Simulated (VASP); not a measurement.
Set up this calculation in VASP 6.6.1, as the native input.

- Task: single point
- Functional: PBE
- Potentials or basis: VASP PAW PBE potentials, release 64 (Cd, Se)
- Cutoff: 520 eV
- k mesh: 7 × 7 × 4
- Occupations: fermi-dirac, width 0.05 eV
- Spin: no spin polarisation
- Dipole correction: no
- Further INCAR settings: ALGO = Normal; EDIFF = 1e-07; NBANDS = 26

The structure of CdSe (Cadmoselite) lies in POSCAR:

```
CdSe
1.0
    4.2140000000      0.0000000000      0.0000000000
   -2.1070000000      3.6494310516      0.0000000000
    0.0000000000      0.0000000000      7.0200000000
Cd Se
2 2
Direct
    0.6666666667      0.3333333333      0.5000000000
    0.3333333333      0.6666666667      0.0000000000
    0.6666666667      0.3333333333      0.8850000000
    0.3333333333      0.6666666667      0.3850000000
```

One way to write it, as run:

INCAR

```
PREC = Accurate ; ENCUT = 520
EDIFF = 1E-7 ; ISMEAR = -1
SIGMA = 0.05 ; LREAL = F
LASPH = T ; NELM = 60
ALGO = Normal ; ISIF = 2
LWAVE = F ; LCHARG = F
GGA = PE ; NBANDS = 26
```

KPOINTS

```
Automatic mesh
0
Gamma
  7 7 4
```

Potentials or basis: VASP PAW PBE potentials, release 64 (Cd, Se).

The run is started by

```bash
$ cat potpaw_PBE.64/Cd/POTCAR potpaw_PBE.64/Se/POTCAR > POTCAR
$ mpirun -np 1 vasp_std > vasp.out
```

It gave:

* Pressure: 6.2 GPa
* Largest force: 0.494 eV/Å
* Band gap on the k mesh: 0.77 eV, direct

Run time: 65 s on 1 thread of AMD EPYC 7R13 Processor (Zen 3), with other jobs on the host, peak memory 0.22 GiB.
